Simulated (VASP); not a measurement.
Wanted: the native input for a VASP 6.6.1 run.

| Quantity | Value |
| --- | --- |
| Task | electric field gradients |
| Functional | PBEsol |
| Potentials or basis | VASP PAW PBE potentials, release 64 (Os) |
| Cutoff | 520 eV |
| k mesh | 14 × 14 × 14 |
| Occupations | fermi-dirac, width 0.05 eV |
| Spin | no spin polarisation |
| Dipole correction | no |
| Further INCAR settings | ALGO = Normal; EDIFF = 1e-08; NBANDS = 10 |

The structure of Os lies in POSCAR:

```
Os
1.0
    0.0000000000      1.9450000000      1.9450000000
    1.9450000000      0.0000000000      1.9450000000
    1.9450000000      1.9450000000      0.0000000000
Os
1
Direct
    0.0000000000      0.0000000000      0.0000000000
```

These files were run (other wordings do the same):

INCAR

```
SYSTEM = Os
PREC     = Accurate       ! precision mode
ENCUT    = 520            ! plane-wave cutoff, eV
EDIFF    = 1E-8           ! SCF threshold, eV
ISMEAR   = -1             ! smearing method
SIGMA    = 0.05           ! smearing width, eV
LREAL    = .False.        ! projectors in reciprocal space
LASPH    = .True.         ! aspherical terms in the spheres
NELM     = 120            ! most SCF steps
ALGO     = Normal         ! electronic algorithm
ISIF     = 2              ! what is computed and relaxed
LWAVE    = .False.        ! write WAVECAR
LCHARG   = .False.        ! write CHGCAR
GGA      = PS             ! functional
LEFG     = .True.       
NBANDS   = 10             ! bands
GGA_COMPAT= .False.
```

KPOINTS

```
regular mesh
0
Gamma
  14 14 14
  0 0 0
```

Potentials or basis: VASP PAW PBE potentials, release 64 (Os).

Launch:

```sh
$ cat potpaw_PBE.64/Os/POTCAR > POTCAR
$ mpirun -np 1 vasp_std > vasp.out
```

Results of the run:

| Item | Value |
| --- | --- |
| Pressure | -20.0 GPa |
| Band gap on the k mesh | zero (band 4 reaches 10.67 eV, above the bottom of band 5 at 7.19 eV) |

Caveat: without QUAD_EFG the Cq values of the log hold for a quadrupole moment of 1 mb, not for the nuclei; the PAW data sets were made with another functional, which shifts forces and pressure a little; spin-orbit coupling is left out, which moves the levels of the heavy elements.

Wall time 7.5 s on 1 thread of Intel(R) Xeon(R) Platinum 8559C (Emerald Rapids), on a shared host, peak memory 0.13 GiB.
